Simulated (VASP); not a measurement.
# CsHf2Os (P6_3/mmc) in VASP: a series of runs, part 2 of 2

VASP 6.6.1. Earlier steps stand in the parts before.

### 3 Single point, PBE

This run uses another cell than the first one, of 34.18 Å³/atom.

The input, INCAR:

```
SYSTEM = CsHf2Os
PREC = Accurate
ENCUT = 520
EDIFF = 1E-7
ISMEAR = 0
SIGMA = 0.1
LREAL = .FALSE.
LASPH = .TRUE.
NELM = 100
ALGO = Normal
ISIF = 2
LWAVE = .FALSE.
LCHARG = .TRUE.
GGA = PE
LELF = .TRUE.
LVHAR = .TRUE.
NBANDS = 47
```

The input, KPOINTS:

```
Automatic mesh
0
G
  6 6 1
  0 0 0
```

The input, POSCAR:

```
CsHf2Os
1.0
    4.1566813070      0.0000000000      0.0000000000
   -2.0783406535      3.5997916073      0.0000000000
    0.0000000000      0.0000000000     18.2725086332
Cs Hf Os
2 4 2
Direct
    0.3333333333      0.6666666667      0.7500000000
    0.6666666667      0.3333333333      0.2500000000
    0.3333333333      0.6666666667      0.4402187607
    0.6666666667      0.3333333333      0.9402187607
    0.6666666667      0.3333333333      0.5597812393
    0.3333333333      0.6666666667      0.0597812393
    0.0000000000      0.0000000000      0.5000000000
    0.0000000000      0.0000000000      0.0000000000
```

Potentials or basis: VASP PAW PBE potentials, release 64 (Cs_sv, Hf_pv, Os).

Launch:

```bash
$ cat potpaw_PBE.64/Cs_sv/POTCAR potpaw_PBE.64/Hf_pv/POTCAR potpaw_PBE.64/Os/POTCAR > POTCAR
$ mpirun -np 1 vasp_std > vasp.out
```

Wall time 4.1 min (1 thread of Oxide Virtual Turin-like, shared host); peak memory 0.39 GiB.

The run converged. Its results:

```yaml
Free_energy: -61.4239 eV
Pressure: -0.4 GPa
Largest_force: 0.088 eV/Å
Band_gap_on_the_k_mesh: zero (bands 37 and 38 overlap by 0.33 eV)
```

Forces in eV/Å, atoms in the order of the input:
```
Cs   0.000  0.000  0.000
Cs   0.000  0.000  0.000
Hf   0.000  0.000  0.088
Hf   0.000  0.000  0.088
Hf   0.000  0.000 -0.088
Hf   0.000  0.000 -0.088
Os   0.000  0.000  0.000
Os   0.000  0.000  0.000
```

Stress tensor (GPa, compression positive):
```
-0.49  0.00  0.00
 0.00 -0.49  0.00
 0.00  0.00 -0.20
```

Levels at points of the mesh, in eV from the Fermi level:
| k point | band 33 | band 34 | band 35 | band 36 | band 37 | band 38 | band 39 | band 40 | band 41 | band 42 |
| --- | --- | --- | --- | --- | --- | --- | --- | --- | --- | --- |
| (0.00, 0.00, 0.00) | -2.21 | -2.03 | -1.25 | -1.13 | -0.08 | -0.08 | -0.06 | -0.06 | -0.02 | 0.70 |
| (0.50, 0.00, 0.00) | -1.51 | -1.51 | -0.65 | -0.36 | -0.10 | -0.08 | -0.07 | 0.04 | 0.57 | 0.72 |

Caveat: spin-orbit coupling is left out, which moves the levels of the heavy elements.

### 4 Relaxation of cell and atoms, PBE

The input, INCAR:

```
  PREC = Accurate
  ENCUT = 600
  EDIFF = 1E-7
  ISMEAR = 0
  SIGMA = 0.1
  LREAL = False
  LASPH = True
  NELM = 60
  ALGO = Normal
  ISIF = 3
  LWAVE = False
  LCHARG = False
  GGA = PE
  IBRION = 2
  NSW = 90
  EDIFFG = -0.04
```

The input, KPOINTS:

```
regular mesh
0
Gamma
  6 6 1
```

The input, POSCAR:

```
CsHf2Os
1.0
    3.6181183042      0.0000000000      0.0000000000
   -1.8090591521      3.1333823653      0.0000000000
    0.0000000000      0.0000000000     16.1929770257
Cs Hf Os
2 4 2
Direct
    0.3333333333      0.6666666667      0.7500000000
    0.6666666667      0.3333333333      0.2500000000
    0.3333333333      0.6666666667      0.4140000000
    0.6666666667      0.3333333333      0.9140000000
    0.6666666667      0.3333333333      0.5860000000
    0.3333333333      0.6666666667      0.0860000000
    0.0000000000      0.0000000000      0.5000000000
    0.0000000000      0.0000000000      0.0000000000
```

Launch:

```bash
$ cat potpaw_PBE.64/Cs_sv/POTCAR potpaw_PBE.64/Hf_pv/POTCAR potpaw_PBE.64/Os/POTCAR > POTCAR
$ mpirun -np 1 vasp_std > vasp.out
```

It took 47 min on 1 thread of Oxide Virtual Turin-like, shared host; peak memory 0.37 GiB.

The run converged. Its results:

| Item | Value |
| --- | --- |
| Free energy | -61.4112 eV |
| Relaxed volume | 33.88 Å³/atom |
| Relaxed cell | a = 4.141 Å, b = 4.141 Å, c = 18.249 Å, α = 90.00°, β = 90.00°, γ = 120.00° |
| Space group after relaxing (to 0.1 Å) | P6_3/mmc (No. 194) |
| Energy gained by relaxing | 522.3 meV/atom |
| Ionic steps | 21 |
| Pressure after relaxing | 0.1 GPa |
| Band gap on the k mesh | zero (bands 37 and 38 overlap by 0.33 eV) |

The path:
```tsv
step	energy change (eV)	largest force (eV/Å)	pressure (GPa)	volume (Å³)
1	0.0000	0.3635	19.70	183.58
2	0.2862	3.7559	-10.49	269.22
3	-1.8273	2.2385	-0.29	219.28
4	-1.8298	2.1807	0.14	218.10
5	-2.5766	1.7689	0.12	227.40
6	-3.8548	0.4879	1.41	254.15
7	-1.6977	4.1452	7.86	313.14
8	-3.9462	0.6953	3.80	265.02
9	-4.0716	0.0837	-1.38	295.19
10	-4.1146	0.1639	0.19	284.44
11	-4.1146	0.1539	0.13	284.84
12	-4.1278	0.1032	0.04	283.36
13	-4.1560	0.0447	-0.18	278.90
14	-4.1583	0.3311	-0.51	269.86
15	-4.1672	0.1737	-0.33	274.52
16	-4.1695	0.0616	0.70	268.97
17	-4.1724	0.0403	0.25	271.35
18	-4.1773	0.0457	0.08	271.27
19	-4.1780	0.0486	-0.03	271.21
20	-4.1780	0.0481	-0.02	271.22
21	-4.1782	0.0010	0.12	271.04
```

Final structure:
```
Cs Hf Os
1.0
     4.14123    0.00000    0.00000
    -2.07061    3.58641    0.00000
     0.00000    0.00000   18.24899
Cs Hf Os
2 4 2
Direct
  0.33333 0.66667 0.75000
  0.66667 0.33333 0.25000
  0.33333 0.66667 0.44006
  0.66667 0.33333 0.94006
  0.66667 0.33333 0.55994
  0.33333 0.66667 0.05994
  0.00000 0.00000 0.50000
  0.00000 0.00000 0.00000
```

Levels at points of the mesh, in eV from the Fermi level:
```
           k point  band 35  band 36  band 37  band 38  band 39  band 40
(0.00, 0.00, 0.00)    -1.26    -1.14    -0.07    -0.07    -0.05    -0.05
(0.50, 0.00, 0.00)    -0.66    -0.37    -0.10    -0.08    -0.07     0.03
```

Caveat: the k points lie up to 0.34 Å⁻¹ apart in the final cell; the volume moved by over 15 % at a fixed basis, so the end points are rough; spin-orbit coupling is left out, which moves the levels of the heavy elements.

### 5 Single point, PBE

This run uses another cell than the first one, of 33.92 Å³/atom.

The input, INCAR:

```
PREC     = Accurate       # precision mode
ENCUT    = 520            # plane-wave cutoff, eV
EDIFF    = 1E-7           # SCF threshold, eV
ISMEAR   = 0              # smearing method
SIGMA    = 0.1            # smearing width, eV
LREAL    = F              # projectors in reciprocal space
LASPH    = T              # aspherical terms in the spheres
NELM     = 100            # most SCF steps
ALGO     = Fast           # electronic algorithm
ISIF     = 2              # what is computed and relaxed
LWAVE    = F              # write WAVECAR
LCHARG   = F              # write CHGCAR
GGA      = PE             # functional
NBANDS   = 47             # bands
```

The input, KPOINTS:

```
regular mesh
0
Gamma
  12 12 2
```

The input, POSCAR:

```
CsHf2Os
1.0
    4.1639201895      0.0000000000      0.0000000000
   -2.0819600948      3.6060606635      0.0000000000
    0.0000000000      0.0000000000     18.0741196890
Cs Hf Os
2 4 2
Direct
    0.3333333333      0.6666666667      0.7500000000
    0.6666666667      0.3333333333      0.2500000000
    0.3333333333      0.6666666667      0.4399717932
    0.6666666667      0.3333333333      0.9399717932
    0.6666666667      0.3333333333      0.5600282068
    0.3333333333      0.6666666667      0.0600282068
    0.0000000000      0.0000000000      0.5000000000
    0.0000000000      0.0000000000      0.0000000000
```

Potentials or basis: VASP PAW PBE potentials, release 64 (Cs_sv, Hf_pv, Os).

Launch:

```bash
$ cat potpaw_PBE.64/Cs_sv/POTCAR potpaw_PBE.64/Hf_pv/POTCAR potpaw_PBE.64/Os/POTCAR > POTCAR
$ mpirun -np 1 vasp_std > vasp.out
```

OUTCAR:

```text
PREC = Accurate
   ENCUT = 520
   EDIFF = 1E-7
   ISMEAR = 0
   LREAL = F
   LASPH = T
   NELM = 100
   ISIF = 2
   GGA = PE

 ion  position               nearest neighbor table
   1  0.333  0.667  0.750-
   2  0.667  0.333  0.250-
   3  0.333  0.667  0.440-   7 2.64   7 2.64   7 2.64   5 3.24   5 3.24   5 3.24
   4  0.667  0.333  0.940-   8 2.64   8 2.64   8 2.64   6 3.24   6 3.24   6 3.24
   5  0.667  0.333  0.560-   7 2.64   7 2.64   7 2.64   3 3.24   3 3.24   3 3.24
[... 1419 lines left out ...]
  Total       -0.7089863     -0.7089863     -0.3479636      0.0000000      0.0000000     -0.0000000
  in kB       -4.1855820     -4.1855820     -2.0542429      0.0000000      0.0000000     -0.0000000
  external PRESSURE =      -3.4751357 kB  Pullay stress =       0.0000000 kB

 VOLUME and BASIS-vectors are now :
 -----------------------------------------------------------------------------
  energy-cutoff  :      520.00
  volume of cell :      271.39
      direct lattice vectors                 reciprocal lattice vectors
     4.163920189  0.000000000  0.000000000     0.240158301  0.138655460  0.000000000
    -2.081960095  3.606060664  0.000000000     0.000000000  0.277310920  0.000000000
     0.000000000  0.000000000 18.074119689     0.000000000  0.000000000  0.055327729

 POSITION                                       TOTAL-FORCE (eV/Angst)
 -----------------------------------------------------------------------------------
     -0.00000      2.40404     13.55559         0.000000     -0.000000      0.000000
      2.08196      1.20202      4.51853        -0.000000      0.000000      0.000000
     -0.00000      2.40404      7.95210         0.000000      0.000000      0.081332
      2.08196      1.20202     16.98916        -0.000000     -0.000000      0.081332
      2.08196      1.20202     10.12202        -0.000000     -0.000000     -0.081332
     -0.00000      2.40404      1.08496         0.000000     -0.000000     -0.081332
      0.00000      0.00000      9.03706         0.000000     -0.000000      0.000000
      0.00000      0.00000      0.00000         0.000000     -0.000000      0.000000
 -----------------------------------------------------------------------------------
    total drift:                               -0.000000      0.000000     -0.000000

  FREE ENERGIE OF THE ION-ELECTRON SYSTEM (eV)
  ---------------------------------------------------
  free  energy   TOTEN  =       -61.4667772343 eV

  energy  without entropy=      -61.4237401885  energy(sigma->0) =      -61.44525871
```

It took 29 min on 1 thread of Oxide Virtual Turin-like, shared host; peak memory 0.62 GiB.

What came out:

| Quantity | Value |
| --- | --- |
| Free energy | -61.4668 eV |
| Pressure | -0.3 GPa |
| Largest force | 0.081 eV/Å |
| Band gap on the k mesh | zero (bands 37 and 38 overlap by 0.79 eV) |

Forces in eV/Å, atoms in the order of the input:
```
Cs   0.000  0.000  0.000
Cs   0.000  0.000  0.000
Hf   0.000  0.000  0.081
Hf   0.000  0.000  0.081
Hf   0.000  0.000 -0.081
Hf   0.000  0.000 -0.081
Os   0.000  0.000  0.000
Os   0.000  0.000  0.000
```

Stress tensor (GPa, compression positive):
```
-0.42  0.00  0.00
 0.00 -0.42  0.00
 0.00  0.00 -0.21
```

Caveat: spin-orbit coupling is left out, which moves the levels of the heavy elements.

### 6 The runs side by side

```csv
task,cell,k mesh,cutoff (eV),gap on the mesh (eV),pressure (GPa),largest force (eV/Å)
single point,"a = 3.618, b = 3.618, c = 16.193 Å, angles 90.0, 90.0, 120.0°, 8 atoms, atomic positions A",6 × 6 × 1,520,none,19.7,0.36
single point,"a = 4.157, b = 4.157, c = 18.273 Å, angles 90.0, 90.0, 120.0°, 8 atoms, atomic positions B",6 × 6 × 1,520,none,-0.4,0.09
relaxation of cell and atoms,"relaxed from a = 3.618, b = 3.618, c = 16.193 Å, angles 90.0, 90.0, 120.0°, 8 atoms, atomic positions A",6 × 6 × 1,600,none,0.1,-
single point,"a = 4.164, b = 4.164, c = 18.074 Å, angles 90.0, 90.0, 120.0°, 8 atoms, atomic positions C",12 × 12 × 2,520,none,-0.3,0.08
```

Alike in all rows: level PBE; potentials or basis VASP PAW PBE potentials, release 64 (Cs_sv, Hf_pv, Os); no spin polarisation; smearing gaussian 0.1 eV.

Caveats: some runs use coarse meshes; spin-orbit coupling is left out, which moves the levels of the heavy elements; the volume moved by over 15 % at a fixed basis, so the end points are rough (at least some runs).

Absolute energies hang on the potentials; compare differences alone.
